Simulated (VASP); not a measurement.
Input of a VASP 6.6.1 run:

The input INCAR:

```
ALGO = Normal ; EDIFF = 1E-7
ENCUT = 520 ; GGA = PS
ISIF = 2 ; ISMEAR = -1
LASPH = T ; LCHARG = F
LREAL = F ; LWAVE = F
NBANDS = 28 ; NELM = 60
PREC = Accurate ; SIGMA = 0.02
```

Contents of KPOINTS:

```
k-points
0
Gamma
  6 6 4
```

Contents of POSCAR:

```
SnO
1.0
    4.1148858068      0.0000000000      0.0000000000
   -2.0574429034      3.5635956424      0.0000000000
    0.0000000000      0.0000000000      5.1238985989
Sn O
2 2
Direct
    0.3333333333      0.6666666667      0.2500000000
    0.6666666667      0.3333333333      0.7500000000
    0.6666666667      0.3333333333      0.2500000000
    0.3333333333      0.6666666667      0.7500000000
```

Potentials or basis: VASP PAW PBE potentials, release 64 (Sn_d, O).

Command:

```console
$ cat potpaw_PBE.64/Sn_d/POTCAR potpaw_PBE.64/O/POTCAR > POTCAR
$ mpirun -np 1 vasp_std > vasp.out
```

(1) Estimate the band gap on the k mesh.

(2) Predict the pressure.

Answers

(1) 0.32 eV, direct.

(2) 0.0 GPa.

Caveat: the PAW data sets were made with another functional, which shifts forces and pressure a little; spin-orbit coupling is left out, which moves the levels of the heavy elements.
